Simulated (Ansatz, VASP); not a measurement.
One calculation of In3C2, two programs

The input INCAR:

```
ALGO = Normal ; EDIFF = 1E-6
EDIFFG = -0.01 ; ENCUT = 600
GGA = PE ; IBRION = 2
ISIF = 3 ; ISMEAR = 0
LASPH = True ; LCHARG = False
LREAL = False ; LWAVE = False
NELM = 80 ; NSW = 100
PREC = Accurate ; SIGMA = 0.1
```

KPOINTS

```
k-points
0
Gamma
  12 12 6
```

The input POSCAR:

```
In3C2
1.0
    3.8259487794      0.0000000000      0.0000000000
   -1.9129743897      3.3133688366      0.0000000000
    0.0000000000      0.0000000000      7.4231074469
In C
3 2
Direct
    0.0000000000      0.0000000000      0.0000000000
    0.3333333333      0.6666666667      0.6582824812
    0.6666666667      0.3333333333      0.3417175188
    0.3333333333      0.6666666667      0.3002584999
    0.6666666667      0.3333333333      0.6997415001
```

Input for Ansatz:

```yaml
crystal:
  lattice:
    - [3.8259487794, 0.0, 0.0]
    - [-1.9129743897, 3.3133688366, 0.0]
    - [0.0, 0.0, 7.4231074469]
  atoms:
    - { symbol: In, position: [0.0, 0.0, 0.0] }
    - { symbol: In, position: [0.3333333333, 0.6666666667, 0.6582824812] }
    - { symbol: In, position: [0.6666666667, 0.3333333333, 0.3417175188] }
    - { symbol: C, position: [0.3333333333, 0.6666666667, 0.3002584999] }
    - { symbol: C, position: [0.6666666667, 0.3333333333, 0.6997415001] }
basis:
  ecutwfc: 420
kpoints:
  mp_grid: { grid: [12, 12, 6] }
hamiltonian:
  xc: pbe
scf:
  occupations: { method: gaussian, width: 0.1 }
output:
  forces: true
  stress: true
  eigenvalues: true
  write_density: true
  write_potential: true
  elf: true
  volumetric_format: npy
relax:
  adjacent_minimum: "off"
  f_tol: 0.01
  max_steps: 80
  cell: { stress_tol: 0.05 }
```

Alike in both runs: task relaxation of cell and atoms; functional PBE; k mesh 12 × 12 × 6; occupations gaussian, width 0.1 eV; no spin polarisation.

```csv
,VASP,Ansatz
version,VASP 6.6.1,Ansatz 0.2.0
potentials or method,"VASP PAW PBE potentials, release 64 (In_d, C), cutoff 600 eV","scalar-relativistic, plane waves, PAW"
valence electrons in the cell,47,47
```

Ansatz gave:

| Property | Result |
| --- | --- |
| gap on the k mesh at the Fermi level, each at its own relaxed structure (eV) | none |
| relaxed volume (Å³/atom) | 18.85 |
| relaxed cell length with the largest relative difference (Å) | 3.828 |

Task: What did VASP give for the same quantities?

Result: gap on the k mesh at the Fermi level, each at its own relaxed structure (eV): none; relaxed volume (Å³/atom): 18.86; relaxed cell length with the largest relative difference (Å): 3.829.

A gap of «none» marks a metal or a gap that the smearing closes.
